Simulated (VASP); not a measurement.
# Al (I4/mmm) in VASP: notebook

The runs below take Al through single point, with LDA.

Everything below comes from runs of VASP 6.6.1. Logs are shortened: lines on timing, memory, paths and dates and some standing lists are left out, and cuts for length are marked.

### 1 The cell of the first run

It takes space group I4/mmm (No. 139, tetragonal). The conventional cell has a = 2.719 Å, b = 2.719 Å, c = 4.250 Å, α = 90.00°, β = 90.00°, γ = 90.00°. Within 3.6 Å of Al (site symmetry 4/mmm) lie 12 Al at 2.72 to 2.87 Å.

### 2 Single point, LDA (strain -0.050 along x and y, +0.050 along z)

INCAR reads:

```
PREC = Accurate
ENCUT = 520
EDIFF = 1E-6
ISMEAR = 0
SIGMA = 0.15
LREAL = F
LASPH = T
NELM = 100
ALGO = Fast
ISIF = 2
LWAVE = F
LCHARG = F
GGA = CA
NBANDS = 8
```

KPOINTS reads:

```
Automatic mesh
0
Gamma
  20 20 20
```

POSCAR reads:

```
Al
1.0
    0.0000000000      1.9227810000      2.1251790000
    1.9227810000      0.0000000000      2.1251790000
    1.9227810000      1.9227810000      0.0000000000
Al
1
Direct
    0.0000000000      0.0000000000      0.0000000000
```

Potentials or basis: VASP PAW LDA potentials, release 64 (Al).

Started as:

```
> cat potpaw_LDA.64/Al/POTCAR > POTCAR
> mpirun -np 1 vasp_std > vasp.out
```

OUTCAR:

```text
PREC = Accurate
   ENCUT = 520
   EDIFF = 1E-6
   ISMEAR = 0
   LREAL = F
   LASPH = T
   NELM = 100
   ISIF = 2
   GGA = CA

 ion  position               nearest neighbor table
   1  0.000  0.000  0.000-

  LATTYP: Found a body centered tetragonal cell.
 ALAT       =     2.7192229677
 C/A-ratio  =     1.5630781479

  Lattice vectors:

 A1 = (  -1.9227810000,   0.0000000000,   2.1251790000)
 A2 = (   1.9227810000,   0.0000000000,   2.1251790000)
 A3 = (   0.0000000000,   1.9227810000,  -2.1251790000)

Analysis of symmetry for initial positions (statically):
=====================================================================
 Subroutine PRICEL returns:
 Original cell was already a primitive cell.

 Routine SETGRP: Setting up the symmetry group for a
 body centered tetragonal supercell.

 Subroutine GETGRP returns: Found 16 space group operations
 (whereof 16 operations were pure point group operations)
 out of a pool of 16 trial point group operations.

The static configuration has the point symmetry D_4h.

Analysis of symmetry for dynamics (positions and initial velocities):
=====================================================================
 Subroutine PRICEL returns:
 Original cell was already a primitive cell.

 Routine SETGRP: Setting up the symmetry group for a
 body centered tetragonal supercell.

 Subroutine GETGRP returns: Found 16 space group operations
 (whereof 16 operations were pure point group operations)
 out of a pool of 16 trial point group operations.

The dynamic configuration has the point symmetry D_4h.

 Subroutine INISYM returns: Found 16 space group operations
 (whereof 16 operations are pure point group operations),
 and found     1 'primitive' translations

----------------------------------------------------------------------------------------

                                     Primitive cell

  volume of cell :      15.7139

  direct lattice vectors                    reciprocal lattice vectors
     0.000000000  1.922781000  2.125179000    -0.260040015  0.260040015  0.235274299
     1.922781000  0.000000000  2.125179000     0.260040015 -0.260040015  0.235274299
     1.922781000  1.922781000  0.000000000     0.260040015  0.260040015 -0.235274299

  length of vectors
     2.865915658  2.865915658  2.719222968     0.436572577  0.436572577  0.436572577

  position of ions in fractional coordinates (direct lattice)
     0.000000000  0.000000000  0.000000000

[... 78 lines left out ...]
   NSW    =      0    number of steps for IOM
   IBRION =     -1    ionic relax: 0-MD 1-quasi-New 2-CG
   NFREE  =      0    steps in history (QN), initial steepest desc. (CG)
   ISIF   =      2    stress and relaxation
   ISYM   =      2    0-nonsym 1-usesym 2-fastsym
   POTIM  = 0.5000    time-step for ionic-motion
   TEBEG  =    0.0;   TEEND  =   0.0 temperature during run
   PSTRESS=    0.0 pullay stress
   NELECT =       3.0000    total number of electrons
   NUPDOWN=      -1.0000    fix difference up-down
   EMIN   =  10.00;   EMAX   =-10.00  energy-range for DOS
   EFERMI =   0.00;   METHOD = LEGACY
   ISMEAR =     0;   SIGMA  =   0.15  broadening in eV -4-tet -1-fermi 0-gaus
   EFERMI_NEDOS =   21; number of points for ismear=-14 and -15
   IALGO  =     68    algorithm
   IMIX   =      4    mixing-type and parameters
     AMIX     =   0.40;   BMIX     =  1.00
     AMIX_MAG =   1.60;   BMIX_MAG =  1.00
  volume/ion in A,a.u.               =      15.71       106.04
  Fermi-wavevector in a.u.,A,eV,Ry     =   0.942657  1.781363 12.090158  0.888602
  Thomas-Fermi vector in A             =   2.070288
   LORBIT       =      0    0 simple, 1 ext, 2 COOP (PROOUT), +10 PAW based schemes
   GGA     = CA    functional components
   LHFCALC =     F    Hartree Fock is set to
   AEXX    =    0.0000 exact exchange contribution
   IVDW    =     0    specifies the selected vdW correction
   LEPSILON=     F    determine dielectric tensor
   LRPA    =     F    only Hartree local field effects (RPA)
 non-spin polarized calculation
 RMM-DIIS sequential band-by-band and
 Gauss-broadening in eV      SIGMA  =   0.15
  energy-cutoff  :      520.00
  volume of cell :       15.71
 maximum number of plane-waves:       436
 NGX is ok and might be reduce to    24
   NGX = 11   NGY = 11   NGZ = 11

 number of electron       3.0000000 magnetization

 Free energy of the ion-electron system (eV)
  ---------------------------------------------------
  ext. energy  EPLUGINS =         0.00000000
  ---------------------------------------------------
  free energy    TOTEN  =        -4.17151084 eV

  energy without entropy =       -4.16663687  energy(sigma->0) =       -4.16907386

 E-fermi :   8.2724     XC(G=0): -10.5246

 val. band max:        8.2676282609   @ k =  -0.4500   0.3000   0.1000
 cond. band min:       8.2932466269   @ k =   0.4000   0.4000   0.0000
 fundamental gap:      0.0256183659
 Fermi energy:         8.2724315226

 k-point     1 :       0.0000    0.0000    0.0000
  band No.  band energies     occupation
      1      -3.1326      2.00000
      2      20.4851      0.00000
      3      21.6653      0.00000
      4      21.6653      0.00000
      5      22.8248      0.00000
      6      22.8248      0.00000
      7      23.0162      0.00000
      8      25.4281      0.00000
[... 243 lines left out ...]
 k-point    24 :      -0.3500    0.0500    0.0000
  band No.  band energies     occupation
      1       0.7408      2.00000
      2       7.6534      2.00000
      3      16.5527      0.00000
      4      21.0907      0.00000
      5      21.4244      0.00000
      6      22.0408      0.00000
      7      24.2890      0.00000
      8      25.7208      0.00000

 [... further k-points ...]

------------------------ aborting loop because EDIFF is reached ----------------------------------------

  FORCE on cell =-STRESS in cart. coord.  units (eV):
  Direction    XX          YY          ZZ          XY          YZ          ZX
  --------------------------------------------------------------------------------------
  -------------------------------------------------------------------------------------
  Total        0.3795119      0.3795119     -0.3450415      0.0000000     -0.0000000      0.0000000
  in kB       38.6946439     38.6946439    -35.1800792      0.0000000     -0.0000000      0.0000000
  external PRESSURE =      14.0697362 kB  Pullay stress =       0.0000000 kB

 VOLUME and BASIS-vectors are now :
 -----------------------------------------------------------------------------
  energy-cutoff  :      520.00
  volume of cell :       15.71
      direct lattice vectors                 reciprocal lattice vectors
     0.000000000  1.922781000  2.125179000    -0.260040015  0.260040015  0.235274299
     1.922781000  0.000000000  2.125179000     0.260040015 -0.260040015  0.235274299
     1.922781000  1.922781000  0.000000000     0.260040015  0.260040015 -0.235274299

 POSITION                                       TOTAL-FORCE (eV/Angst)
 -----------------------------------------------------------------------------------
      0.00000      0.00000      0.00000         0.000000     -0.000000      0.000000
 -----------------------------------------------------------------------------------
    total drift:                                0.000000      0.000000     -0.000000

  FREE ENERGIE OF THE ION-ELECTRON SYSTEM (eV)
  ---------------------------------------------------
  free  energy   TOTEN  =        -4.1715108405 eV

  energy  without entropy=       -4.1666368733  energy(sigma->0) =       -4.16907386
```

stdout:

```text
POSCAR found type information on POSCAR Al
 POSCAR found :  1 types and       1 ions
 scaLAPACK will be used
 LDA part: xc-table for (Slater(with rela. corr.)+CA(PZ))
 , standard interpolation
 POSCAR, INCAR and KPOINTS ok, starting setup
 FFT: planning ... GRIDC
 FFT: planning ... GRID_SOFT
 FFT: planning ... GRID
 WAVECAR not read
 entering main loop
```

Wall time 30 s (1 thread of Intel Xeon Platinum 8488C (Sapphire Rapids), shared host); peak memory 0.17 GiB.

Results:

* Free energy: -4.1715 eV
* Pressure: 1.4 GPa

Stress tensor (GPa, compression positive):
```
 3.87  0.00  0.00
 0.00  3.87  0.00
 0.00  0.00 -3.52
```

Caveat: the cell differs from its parent crystal (strain -0.050 along x and y, +0.050 along z).

### 3 Single point, LDA (strain +0.000 along x and y, -0.050 along z)

INCAR reads:

```
ALGO     = Normal         # electronic algorithm
EDIFF    = 1E-6           # SCF threshold, eV
ENCUT    = 520            # plane-wave cutoff, eV
GGA      = CA             # functional
ISIF     = 2              # what is computed and relaxed
ISMEAR   = 0              # smearing method
LASPH    = True           # aspherical terms in the spheres
LCHARG   = True           # write CHGCAR
LELF     = True           # ELF
LREAL    = False          # projectors in reciprocal space
LVHAR    = True         
LWAVE    = False          # write WAVECAR
NBANDS   = 8              # bands
NELM     = 100            # most SCF steps
PREC     = Accurate       # precision mode
SIGMA    = 0.15           # smearing width, eV
```

KPOINTS reads:

```
k-points
0
Gamma
  20 20 20
```

POSCAR reads:

```
Al
1.0
    0.0000000000      2.0239800000      1.9227810000
    2.0239800000      0.0000000000      1.9227810000
    2.0239800000      2.0239800000      0.0000000000
Al
1
Direct
    0.0000000000      0.0000000000      0.0000000000
```

Potentials or basis: VASP PAW LDA potentials, release 64 (Al).

Started as:

```
> cat potpaw_LDA.64/Al/POTCAR > POTCAR
> mpirun -np 1 vasp_std > vasp.out
```

Run time: 30 s. Hardware: 1 thread of Intel Xeon Platinum 8488C (Sapphire Rapids), shared host; peak memory 0.18 GiB.

Results (log left out):

```
Free energy : -4.1898 eV
Pressure    : 0.5 GPa
```

Stress tensor (GPa, compression positive):
```
-0.47  0.00  0.00
 0.00 -0.47  0.00
 0.00  0.00  2.55
```

Levels at points of the mesh, in eV from the Fermi level:
```csv
k point,band 1,band 2,band 3,band 4,band 5,band 6
"(0.00, 0.00, 0.00)",-11.43,12.67,12.67,13.23,14.41,14.58
"(0.50, 0.00, 0.00)",-4.73,-4.45,11.07,11.10,12.13,12.16
"(0.50, 0.50, 0.00)",-2.47,-0.90,4.91,5.11,5.11,8.76
"(0.50, 0.00, 0.50)",-3.26,-1.98,5.54,5.93,6.28,9.72
```

Caveat: the cell differs from its parent crystal (strain +0.000 along x and y, -0.050 along z).
